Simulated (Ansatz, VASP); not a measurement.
Si2Mo: VASP beside Ansatz

```
Si Mo
1.0
    -1.51704    1.63496    3.93050
     1.63496   -1.51704    3.93050
     1.56504    1.56504   -3.88250
Si Mo
2 1
Cartesian
  0.0393 0.0393 2.6177
  0.0786 0.0786 5.2433
  0.0000 0.0000 0.0000
```

Change from the starting cell: equal xy, yz and zx shear strains of +3 %, PAW files.

Alike in both runs: task electric field gradients; functional PBE; k mesh 12 × 12 × 16; occupations fermi-dirac, width 0.03 eV; no spin polarisation.

|  | VASP | Ansatz |
| --- | --- | --- |
| version | VASP 6.6.1 | Ansatz 0.2.0 |
| potentials or method | VASP PAW PBE potentials, release 64 (Si, Mo_sv) | PAW with Ansatz's default frozen-core files, scalar-relativistic |
| plane-wave cutoff (eV) | 520 | 420 |
| valence electrons in the cell | 22 | 22 |

```tsv
	VASP	Ansatz	Ansatz less VASP
pressure (GPa)	3.0	2.9	-0.16
traceless stress, the component that is largest in VASP (GPa)	-5.69	-5.69	-0.002
rms of the force components (eV/Å)	0.123	0.125	+0.0023
size of Vzz on the site where it differs most (V/Å²)	63.0	63.8	+0.79
```

Atom by atom the forces differ by 0.003 eV/Å (rms over components).
